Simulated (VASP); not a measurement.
# GaSe3 (Im-3m) in VASP: further runs

GaSe3 is run at these levels: PBE; tasks: relaxation of cell and atoms, single point.

Program: VASP 6.6.1. These are calculated values, not measurements. Logs are shortened: lines on timing, memory, paths and dates and some standing lists are left out, and cuts for length are marked.

## (1) The cell of the first run

The structure is cubic, space group Im-3m (No. 229). Conventional cell: a = 6.123 Å, b = 6.123 Å, c = 6.123 Å, α = 90.00°, β = 90.00°, γ = 90.00°. Ga (site symmetry m-3m) has 6 Se at 3.06 Å within 4.0 Å. Within 4.0 Å of Se (site symmetry 4/mmm) lie 2 Ga at 3.06 Å and 4 Se at 3.06 Å.

## (2) Relaxation of cell and atoms, PBE

Input file INCAR:

```
PREC = Accurate ; ENCUT = 600
EDIFF = 1E-7 ; ISMEAR = 0
SIGMA = 0.1 ; LREAL = F
LASPH = T ; NELM = 80
ALGO = Normal ; ISIF = 3
LWAVE = F ; LCHARG = F
GGA = PE ; IBRION = 2
NSW = 90 ; EDIFFG = -0.04
```

Input file KPOINTS:

```
regular mesh
0
Gamma
  4 4 4
```

Input file POSCAR:

```
GaSe3
1.0
   -3.0615283500      3.0615283500      3.0615283500
    3.0615283500     -3.0615283500      3.0615283500
    3.0615283500      3.0615283500     -3.0615283500
Ga Se
1 3
Direct
    0.0000000000      0.0000000000      0.0000000000
    0.0000000000      0.5000000000      0.5000000000
    0.5000000000      0.0000000000      0.5000000000
    0.5000000000      0.5000000000      0.0000000000
```

Potentials or basis: VASP PAW PBE potentials, release 64 (Ga_d, Se).

The run is started by

```
> cat potpaw_PBE.64/Ga_d/POTCAR potpaw_PBE.64/Se/POTCAR > POTCAR
> mpirun -np 1 vasp_std > vasp.out
```

OUTCAR:

```text
PREC = Accurate
   ENCUT = 600
   EDIFF = 1E-7
   ISMEAR = 0
   LREAL = F
   LASPH = T
   NELM = 80
   ISIF = 3
   GGA = PE
   IBRION = 2
   NSW = 90
   EDIFFG = -0.04

 ion  position               nearest neighbor table
   1  0.000  0.000  0.000-
   2  0.000  0.500  0.500-
   3  0.500  0.000  0.500-
   4  0.500  0.500  0.000-

  LATTYP: Found a body centered cubic cell.
 ALAT       =     6.1230567000

  Lattice vectors:

 A1 = (  -3.0615283500,   3.0615283500,   3.0615283500)
 A2 = (   3.0615283500,  -3.0615283500,   3.0615283500)
 A3 = (   3.0615283500,   3.0615283500,  -3.0615283500)

Analysis of symmetry for initial positions (statically):
=====================================================================
 Subroutine PRICEL returns:
 Original cell was already a primitive cell.

 Routine SETGRP: Setting up the symmetry group for a
 body centered cubic supercell.

 Subroutine GETGRP returns: Found 48 space group operations
 (whereof 48 operations were pure point group operations)
 out of a pool of 48 trial point group operations.

The static configuration has the point symmetry O_h .

Analysis of symmetry for dynamics (positions and initial velocities):
=====================================================================
 Subroutine PRICEL returns:
 Original cell was already a primitive cell.

 Routine SETGRP: Setting up the symmetry group for a
 body centered cubic supercell.

 Subroutine GETGRP returns: Found 48 space group operations
 (whereof 48 operations were pure point group operations)
 out of a pool of 48 trial point group operations.

The dynamic configuration has the point symmetry O_h .

 Subroutine INISYM returns: Found 48 space group operations
 (whereof 48 operations are pure point group operations),
 and found     1 'primitive' translations

----------------------------------------------------------------------------------------

                                     Primitive cell

  volume of cell :     114.7823

  direct lattice vectors                    reciprocal lattice vectors
    -3.061528350  3.061528350  3.061528350     0.000000000  0.163317122  0.163317122
     3.061528350 -3.061528350  3.061528350     0.163317122  0.000000000  0.163317122
     3.061528350  3.061528350 -3.061528350     0.163317122  0.163317122  0.000000000

[... 56 lines left out ...]
   dimension x,y,z NGXF=    84 NGYF=   84 NGZF=   84
   ions per type =               1   3
   NGX,Y,Z   is equivalent  to a cutoff of  13.17, 13.17, 13.17 a.u.
   NGXF,Y,Z  is equivalent  to a cutoff of  26.33, 26.33, 26.33 a.u.
 SYSTEM =  unknown system
   PREC   = accura    normal or accurate (medium, high low for compatibility)
   ISTART =      0    job   : 0-new  1-cont  2-samecut
   ICHARG =      2    charge: 1-file 2-atom 10-const
   ISPIN  =      1    spin polarized calculation?
   LNONCOLLINEAR =      F non collinear calculations
   LSORBIT =      F    spin-orbit coupling
   LASPH  =      T    aspherical Exc in radial PAW
   ENCUT  =  600.0 eV  44.10 Ry    6.64 a.u.  10.59 10.59 10.59*2*pi/ulx,y,z
   NELM   =     80;   NELMIN=  2; NELMDL= -5     # of ELM steps
   EDIFF  = 0.1E-06   stopping-criterion for ELM
   LREAL  =      F    real-space projection
   EDIFFG = -.4E-01   stopping-criterion for IOM
   NSW    =     90    number of steps for IOM
   IBRION =      2    ionic relax: 0-MD 1-quasi-New 2-CG
   NFREE  =      1    steps in history (QN), initial steepest desc. (CG)
   ISIF   =      3    stress and relaxation
   ISYM   =      2    0-nonsym 1-usesym 2-fastsym
   POTIM  = 0.5000    time-step for ionic-motion
   TEBEG  =    0.0;   TEEND  =   0.0 temperature during run
   PSTRESS=    0.0 pullay stress
   NELECT =      31.0000    total number of electrons
   NUPDOWN=      -1.0000    fix difference up-down
   EMIN   =  10.00;   EMAX   =-10.00  energy-range for DOS
   EFERMI =   0.00;   METHOD = LEGACY
   ISMEAR =     0;   SIGMA  =   0.10  broadening in eV -4-tet -1-fermi 0-gaus
   EFERMI_NEDOS =   21; number of points for ismear=-14 and -15
   IALGO  =     38    algorithm
   IMIX   =      4    mixing-type and parameters
     AMIX     =   0.40;   BMIX     =  1.00
     AMIX_MAG =   1.60;   BMIX_MAG =  1.00
  volume/ion in A,a.u.               =      28.70       193.65
  Fermi-wavevector in a.u.,A,eV,Ry     =   1.058207  1.999720 15.235819  1.119801
  Thomas-Fermi vector in A             =   2.193507
   LORBIT       =      0    0 simple, 1 ext, 2 COOP (PROOUT), +10 PAW based schemes
   GGA     = PE    functional components
   LHFCALC =     F    Hartree Fock is set to
   AEXX    =    0.0000 exact exchange contribution
   IVDW    =     0    specifies the selected vdW correction
   LEPSILON=     F    determine dielectric tensor
   LRPA    =     F    only Hartree local field effects (RPA)
 conjugate gradient relaxation of ions
 non-spin polarized calculation
 Gauss-broadening in eV      SIGMA  =   0.10
  energy-cutoff  :      600.00
  volume of cell :      114.78
 maximum number of plane-waves:      3884
   NGX = 21   NGY = 21   NGZ = 21

--------------------------------------- Ionic step        1  -------------------------------------------

 number of electron      31.0000001 magnetization

 Free energy of the ion-electron system (eV)
  ---------------------------------------------------
  ext. energy  EPLUGINS =         0.00000000
  ---------------------------------------------------
  free energy    TOTEN  =       -12.89404213 eV

  energy without entropy =      -12.86835293  energy(sigma->0) =      -12.88119753

------------------------ aborting loop because EDIFF is reached ----------------------------------------

  FORCE on cell =-STRESS in cart. coord.  units (eV):
  Direction    XX          YY          ZZ          XY          YZ          ZX
  --------------------------------------------------------------------------------------
  -------------------------------------------------------------------------------------
  Total       -5.5436672     -5.5436672     -5.5436672      0.0000000      0.0000000      0.0000000
  in kB      -77.3807415    -77.3807415    -77.3807415      0.0000000      0.0000000      0.0000000
  external PRESSURE =     -77.3807415 kB  Pullay stress =       0.0000000 kB
[... 63 lines left out ...]
--------------------------------------- Ionic step        3  -------------------------------------------

 number of electron      30.9999994 magnetization

 Free energy of the ion-electron system (eV)
  ---------------------------------------------------
  ext. energy  EPLUGINS =         0.00000000
  ---------------------------------------------------
  free energy    TOTEN  =       -13.64584793 eV

  energy without entropy =      -13.60022593  energy(sigma->0) =      -13.62303693

 E-fermi :   5.0348     XC(G=0):  -9.9393

 val. band max:        4.0282115930   @ k =   0.5000   0.5000   0.2500
 cond. band min:       5.0413432766   @ k =   0.2500   0.0000   0.0000
 fundamental gap:      1.0131316836
 Fermi energy:         5.0348156101

 k-point     1 :       0.0000    0.0000    0.0000
  band No.  band energies     occupation
      1     -10.9297      2.00000
      2     -10.1439      2.00000
      3     -10.1439      2.00000
      4     -10.0705      2.00000
      5     -10.0705      2.00000
      6     -10.0705      2.00000
[... 196 lines left out ...]
  FREE ENERGIE OF THE ION-ELECTRON SYSTEM (eV)
  ---------------------------------------------------
  free  energy   TOTEN  =       -13.6458479281 eV

  energy  without entropy=      -13.6002259264  energy(sigma->0) =      -13.62303693

 reached required accuracy - stopping structural energy minimisation
```

OSZICAR:

```text
N       E                     dE             d eps       ncg     rms          rms(c)
DAV:   1     0.230454146899E+03    0.23045E+03   -0.14671E+04   312   0.193E+03
DAV:   2     0.118983486422E+02   -0.21856E+03   -0.21159E+03   371   0.399E+02
DAV:   3    -0.118291665809E+02   -0.23728E+02   -0.22826E+02   367   0.117E+02
[... 31 lines left out ...]
DAV:   5    -0.136460012288E+02    0.12672E-02   -0.11753E-03   369   0.336E-01    0.759E-02
DAV:   6    -0.136458526411E+02    0.14859E-03   -0.23745E-04   341   0.174E-01    0.113E-02
DAV:   7    -0.136458478126E+02    0.48285E-05   -0.18619E-05   338   0.549E-02    0.382E-03
DAV:   8    -0.136458479755E+02   -0.16289E-06   -0.12358E-06   354   0.144E-02    0.236E-03
DAV:   9    -0.136458479281E+02    0.47380E-07   -0.14439E-07   176   0.483E-03
   3 F= -.13645848E+02 E0= -.13623037E+02  d E =-.751806E+00
```

CONTCAR:

```text
GaSe3
   1.00000000000000
    -2.8235674878209740    2.8235674878209740    2.8235674878209740
     2.8235674878209740   -2.8235674878209740    2.8235674878209740
     2.8235674878209740    2.8235674878209740   -2.8235674878209740
  Ga              Se
     1     3
Direct
     0.0000000000000000    0.0000000000000000    0.0000000000000000
     0.0000000000000000    0.5000000000000000    0.5000000000000000
     0.5000000000000000    0.0000000000000000    0.5000000000000000
     0.5000000000000000    0.5000000000000000    0.0000000000000000

  0.00000000E+00  0.00000000E+00  0.00000000E+00
  0.00000000E+00  0.00000000E+00  0.00000000E+00
  0.00000000E+00  0.00000000E+00  0.00000000E+00
  0.00000000E+00  0.00000000E+00  0.00000000E+00
```

It took 38 s on 1 thread of Intel Xeon 6975P-C (Granite Rapids), shared host; peak memory 0.27 GiB.

Results:

```yaml
Free_energy: -13.6458 eV
Relaxed_volume: 22.51 Å³/atom
Relaxed_cell: a = 4.891 Å, b = 4.891 Å, c = 4.891 Å, α = 109.47°, β = 109.47°, γ = 109.47°
Space_group_after_relaxing_to_0.05_Å: Im-3m (No. 229)
Energy_gained_by_relaxing: 188.0 meV/atom
Ionic_steps: 3
Pressure_after_relaxing: -0.2 GPa
```

The path:
```tsv
step	energy change (eV)	largest force (eV/Å)	pressure (GPa)	volume (Å³)
1	0.0000	0.0000	-7.74	114.78
2	-0.7307	0.0000	-1.88	93.26
3	-0.7518	0.0000	-0.17	90.04
```

Final structure:
```cif
data_structure
_symmetry_space_group_name_H-M 'P 1'
_symmetry_Int_Tables_number 1
_cell_length_a 4.8906
_cell_length_b 4.8906
_cell_length_c 4.8906
_cell_angle_alpha 109.471
_cell_angle_beta 109.471
_cell_angle_gamma 109.471
_cell_volume 90.04
loop_
_atom_site_label
_atom_site_type_symbol
_atom_site_fract_x
_atom_site_fract_y
_atom_site_fract_z
_atom_site_occupancy
Ga1 Ga 0.00000 0.00000 0.00000 1
Se1 Se 0.00000 0.50000 0.50000 1
Se2 Se 0.50000 0.00000 0.50000 1
Se3 Se 0.50000 0.50000 0.00000 1
```

Levels at points of the mesh, in eV from the Fermi level:
```csv
k point,band 12,band 13,band 14,band 15,band 16,band 17,band 18,band 19
"(0.00, 0.00, 0.00)",-4.46,-3.96,-3.96,-3.96,1.82,1.82,1.82,2.73
"(0.50, 0.00, 0.00)",-3.24,-2.77,-2.61,-2.51,-1.51,0.92,2.16,2.18
"(0.50, 0.50, 0.50)",-4.10,-2.84,-2.84,-2.84,2.32,2.32,2.32,5.75
```

Caveat: the k points lie up to 0.39 Å⁻¹ apart in the final cell; the volume moved by over 15 % at a fixed basis, so the end points are rough.

## (3) Single point, PBE

This run uses another cell than the first one, of 22.07 Å³/atom, 0.769 times its volume.

Input file INCAR:

```
ALGO = Normal
EDIFF = 1E-6
ENCUT = 520
GGA = PE
ISIF = 2
ISMEAR = 0
LASPH = True
LCHARG = True
LELF = True
LREAL = False
LVHAR = True
LWAVE = False
NBANDS = 24
NELM = 60
PREC = Accurate
SIGMA = 0.1
```

Input file KPOINTS:

```
k-points
0
Gamma
  12 12 12
```

Input file POSCAR:

```
GaSe3
1.0
   -2.8048539603      2.8048539603      2.8048539603
    2.8048539603     -2.8048539603      2.8048539603
    2.8048539603      2.8048539603     -2.8048539603
Ga Se
1 3
Direct
    0.0000000000      0.0000000000      0.0000000000
    0.0000000000      0.5000000000      0.5000000000
    0.5000000000      0.0000000000      0.5000000000
    0.5000000000      0.5000000000      0.0000000000
```

Potentials or basis: VASP PAW PBE potentials, release 64 (Ga_d, Se).

The run is started by

```
> cat potpaw_PBE.64/Ga_d/POTCAR potpaw_PBE.64/Se/POTCAR > POTCAR
> mpirun -np 1 vasp_std > vasp.out
```

It took 53 s on 1 thread of Intel Xeon 6975P-C (Granite Rapids), shared host; peak memory 0.29 GiB.

Results (log left out):

- Free energy: -13.7076 eV
- Pressure: 0.0 GPa

Levels at points of the mesh, in eV from the Fermi level:
```tsv
k point	band 11	band 12	band 13	band 14	band 15	band 16	band 17	band 18	band 19	band 20
(0.00, 0.00, 0.00)	-5.10	-4.15	-3.59	-3.59	-3.59	2.45	2.45	2.45	3.15	3.15
(0.50, 0.00, 0.00)	-4.06	-2.75	-2.24	-2.08	-1.97	-0.98	1.44	2.57	2.83	2.91
(0.50, 0.50, 0.50)	-6.57	-3.75	-2.38	-2.38	-2.38	3.01	3.01	3.01	6.22	6.22
```

## (4) Relaxation of cell and atoms, PBE

This run uses another cell than the first one, of 22.48 Å³/atom, 0.783 times its volume.

Input file INCAR:

```
ALGO     = Normal         # electronic algorithm
EDIFF    = 1E-7           # SCF threshold, eV
EDIFFG   = -0.01          # ionic threshold
ENCUT    = 600            # plane-wave cutoff, eV
GGA      = PE             # functional
IBRION   = 2              # ionic algorithm
ISIF     = 3              # what is computed and relaxed
ISMEAR   = 0              # smearing method
LASPH    = True           # aspherical terms in the spheres
LCHARG   = False          # write CHGCAR
LREAL    = False          # projectors in reciprocal space
LWAVE    = False          # write WAVECAR
NELM     = 100            # most SCF steps
NSW      = 100            # ionic steps
PREC     = Accurate       # precision mode
SIGMA    = 0.1            # smearing width, eV
```

KPOINTS is that of step 3.

Input file POSCAR:

```
GaSe3
1.0
   -2.8223034825      2.8223034825      2.8223034825
    2.8223034825     -2.8223034825      2.8223034825
    2.8223034825      2.8223034825     -2.8223034825
Ga Se
1 3
Direct
    0.0000000000      0.0000000000      0.0000000000
    0.0000000000      0.5000000000      0.5000000000
    0.5000000000      0.0000000000      0.5000000000
    0.5000000000      0.5000000000      0.0000000000
```

Potentials or basis: VASP PAW PBE potentials, release 64 (Ga_d, Se).

The run is started by

```
> cat potpaw_PBE.64/Ga_d/POTCAR potpaw_PBE.64/Se/POTCAR > POTCAR
> mpirun -np 1 vasp_std > vasp.out
```

OUTCAR:

```text
EDIFF = 1E-7
   EDIFFG = -0.01
   ENCUT = 600
   GGA = PE
   IBRION = 2
   ISIF = 3
   ISMEAR = 0
   LASPH = True
   LREAL = False
   NELM = 100
   NSW = 100
   PREC = Accurate

 ion  position               nearest neighbor table
   1  0.000  0.000  0.000-   2 2.82   3 2.82   4 2.82   2 2.82   3 2.82   4 2.82
   2  0.000  0.500  0.500-   1 2.82   1 2.82
   3  0.500  0.000  0.500-   1 2.82   1 2.82
   4  0.500  0.500  0.000-   1 2.82   1 2.82

  LATTYP: Found a body centered cubic cell.
 ALAT       =     5.6446069650

  Lattice vectors:

 A1 = (  -2.8223034825,   2.8223034825,   2.8223034825)
 A2 = (   2.8223034825,  -2.8223034825,   2.8223034825)
 A3 = (   2.8223034825,   2.8223034825,  -2.8223034825)

Analysis of symmetry for initial positions (statically):
=====================================================================
 Subroutine PRICEL returns:
 Original cell was already a primitive cell.

 Routine SETGRP: Setting up the symmetry group for a
 body centered cubic supercell.

 Subroutine GETGRP returns: Found 48 space group operations
 (whereof 48 operations were pure point group operations)
 out of a pool of 48 trial point group operations.

The static configuration has the point symmetry O_h .

Analysis of symmetry for dynamics (positions and initial velocities):
=====================================================================
 Subroutine PRICEL returns:
[... 146 lines left out ...]
 Gauss-broadening in eV      SIGMA  =   0.10
  energy-cutoff  :      600.00
  volume of cell :       89.92
 maximum number of plane-waves:      3043
   NGX = 19   NGY = 19   NGZ = 19

--------------------------------------- Ionic step        1  -------------------------------------------

 number of electron      30.9999994 magnetization

 Free energy of the ion-electron system (eV)
  ---------------------------------------------------
  ext. energy  EPLUGINS =         0.00000000
  ---------------------------------------------------
  free energy    TOTEN  =       -13.70224160 eV

  energy without entropy =      -13.68589274  energy(sigma->0) =      -13.69406717

 E-fermi :   4.5398     XC(G=0):  -9.9466

 val. band max:        4.5372147618   @ k =  -0.2500   0.3333   0.0833
 cond. band min:       4.5402289822   @ k =  -0.4167   0.5000   0.0833
 fundamental gap:      0.0030142204
 Fermi energy:         4.5397777157

 k-point     1 :       0.0000    0.0000    0.0000
  band No.  band energies     occupation
      1     -10.8572      2.00000
      2     -10.4756      2.00000
      3     -10.4756      2.00000
      4     -10.4105      2.00000
      5     -10.4105      2.00000
      6     -10.4105      2.00000
[... 594 lines left out ...]
--------------------------------------- Ionic step        3  -------------------------------------------

 number of electron      30.9999995 magnetization

 Free energy of the ion-electron system (eV)
  ---------------------------------------------------
  ext. energy  EPLUGINS =         0.00000000
  ---------------------------------------------------
  free energy    TOTEN  =       -13.70774027 eV

  energy without entropy =      -13.69159946  energy(sigma->0) =      -13.69966987

 E-fermi :   4.7531     XC(G=0): -10.0301

 val. band max:        4.7485389910   @ k =   0.1667   0.1667   0.1667
 cond. band min:       4.7544232554   @ k =   0.3333   0.2500   0.0000
 fundamental gap:      0.0058842644
 Fermi energy:         4.7530659671

 k-point     1 :       0.0000    0.0000    0.0000
  band No.  band energies     occupation
      1     -10.7991      2.00000
      2     -10.3057      2.00000
      3     -10.3057      2.00000
      4     -10.2358      2.00000
      5     -10.2358      2.00000
      6     -10.2358      2.00000
[... 550 lines left out ...]
  FREE ENERGIE OF THE ION-ELECTRON SYSTEM (eV)
  ---------------------------------------------------
  free  energy   TOTEN  =       -13.7077402700 eV

  energy  without entropy=      -13.6915994620  energy(sigma->0) =      -13.69966987

 reached required accuracy - stopping structural energy minimisation
```

OSZICAR:

```text
N       E                     dE             d eps       ncg     rms          rms(c)
DAV:   1     0.239662453957E+03    0.23966E+03   -0.15305E+04  2791   0.206E+03
DAV:   2     0.153980971648E+02   -0.22426E+03   -0.21636E+03  3131   0.435E+02
DAV:   3    -0.122174280717E+02   -0.27616E+02   -0.26058E+02  3498   0.122E+02
DAV:   4    -0.136933216377E+02   -0.14759E+01   -0.13463E+01  3454   0.245E+01
[... 23 lines left out ...]
DAV:   4    -0.137077535676E+02    0.27136E-04   -0.55999E-05  3044   0.710E-02    0.165E-02
DAV:   5    -0.137077413613E+02    0.12206E-04   -0.70609E-06  3279   0.297E-02    0.618E-03
DAV:   6    -0.137077401283E+02    0.12329E-05   -0.17865E-06  3218   0.147E-02    0.128E-03
DAV:   7    -0.137077402426E+02   -0.11423E-06   -0.70640E-08  1650   0.214E-03    0.242E-04
DAV:   8    -0.137077402700E+02   -0.27419E-07   -0.79919E-09  1548   0.107E-03
   3 F= -.13707740E+02 E0= -.13699670E+02  d E =-.549867E-02
```

Run time: 2.7 min. Hardware: 1 thread of Intel Xeon 6975P-C (Granite Rapids), shared host; peak memory 0.35 GiB.

What came out:

```yaml
Free_energy: -13.7077 eV
Relaxed_volume: 22.08 Å³/atom
Relaxed_cell: a = 4.859 Å, b = 4.859 Å, c = 4.859 Å, α = 109.47°, β = 109.47°, γ = 109.47°
Space_group_after_relaxing_to_0.05_Å: Im-3m (No. 229)
Energy_gained_by_relaxing: 1.4 meV/atom
Ionic_steps: 3
Pressure_after_relaxing: 0.0 GPa
```

Step by step:
```csv
step,energy change (eV),largest force (eV/Å),pressure (GPa),volume (Å³)
1,0.0000,0.0000,-1.07,89.92
2,-0.0053,0.0000,0.23,87.98
3,-0.0055,0.0000,0.00,88.30
```

Final structure:
```
CELL_PARAMETERS angstrom
-2.80525 2.80525 2.80525
2.80525 -2.80525 2.80525
2.80525 2.80525 -2.80525
ATOMIC_POSITIONS crystal
Ga 0.00000 0.00000 0.00000
Se 0.00000 0.50000 0.50000
Se 0.50000 0.00000 0.50000
Se 0.50000 0.50000 0.00000
```

## (5) The runs side by side

```csv
task,cell,k mesh,cutoff (eV),gap on the mesh (eV),pressure (GPa),relaxed volume (Å³/atom)
relaxation of cell and atoms,"relaxed from a = 5.303 Å, angles 109.5°, 4 atoms",4 × 4 × 4,600,none,-0.2,22.51
single point,"a = 4.858 Å, angles 109.5°, 4 atoms",12 × 12 × 12,520,none,0.0,-
relaxation of cell and atoms,"relaxed from a = 4.888 Å, angles 109.5°, 4 atoms",12 × 12 × 12,600,none,0.0,22.08
```

Alike in all rows: level PBE; potentials or basis VASP PAW PBE potentials, release 64 (Ga_d, Se); no spin polarisation; smearing gaussian 0.1 eV.

Caveats: some runs use coarse meshes; the volume moved by over 15 % at a fixed basis, so the end points are rough (some runs).

Absolute energies hang on the potentials; compare differences alone.
